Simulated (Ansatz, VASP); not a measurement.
TePb: VASP beside Ansatz

```
Pb Te
1.0
     0.00000    3.23100    3.23100
     3.23100    0.00000    3.23100
     3.23100    3.23100    0.00000
Pb Te
1 1
Direct
  0.00000 0.00000 0.00000
  0.50000 0.50000 0.50000
```

Alike in both runs: task single point; functional PBE; k mesh 13 × 13 × 13; occupations fermi-dirac, width 0.05 eV; no spin polarisation.

|  | VASP | Ansatz |
| --- | --- | --- |
| version | VASP 6.6.1 | Ansatz 0.2.0 |
| potentials or method | VASP PAW PBE potentials, release 64 (Pb_d, Te) | Ansatz PAW |
| plane-wave cutoff (eV) | 520 | 420 |
| valence electrons in the cell | 20 | 30 |

```tsv
	VASP	Ansatz	Ansatz less VASP
pressure (GPa)	2.1	2.1	+0.04
```

VASP's potentials hold 20 valence electrons a cell and Ansatz's 30, so a difference there can come from the potentials and not from the codes.

Neither program's run includes spin-orbit coupling.
